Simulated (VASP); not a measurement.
Zn3Se, 4 atoms in the cell. It takes space group Pm-3m (No. 221, cubic). Conventional cell: a = 5.420 Å, b = 5.420 Å, c = 5.420 Å, α = 90.00°, β = 90.00°, γ = 90.00°. Within 3.6 Å of Zn (site symmetry 4/mmm) lie 2 Se at 2.71 Å. Within 3.6 Å of Se (site symmetry m-3m) lie 6 Zn at 2.71 Å. 

- Program: VASP 6.6.1
- Task: single point
- Functional: PBE
- Potentials or basis: VASP PAW PBE potentials, release 64 (Zn, Se)
- Cutoff: 520 eV
- k mesh: 8 × 8 × 8
- Occupations: gaussian, width 0.1 eV
- Spin: no spin polarisation
- Dipole correction: no
- k mesh for the DOS: 12 × 12 × 12
- Occupations for the DOS: tetrahedron
- Further INCAR settings: ALGO = Normal; EDIFF = 1e-06

Potentials or basis: VASP PAW PBE potentials, release 64 (Zn, Se).

Run with:

```sh
$ cat potpaw_PBE.64/Zn/POTCAR potpaw_PBE.64/Se/POTCAR > POTCAR
$ cp INCAR.step1 INCAR
$ cp KPOINTS.step1 KPOINTS
$ mpirun -np 1 vasp_std > vasp.out
$ cp INCAR.step2 INCAR
$ cp KPOINTS.step2 KPOINTS
$ mpirun -np 1 vasp_std > vasp.out
```

Hardware: 1 thread of Intel Xeon 8259CL, on a shared host.

Question: How long does it take, and how much memory?

Answer: Wall time 6.3 min on 1 thread of Intel Xeon 8259CL (shared host), peak memory 0.43 GiB. Counts: k points 84.
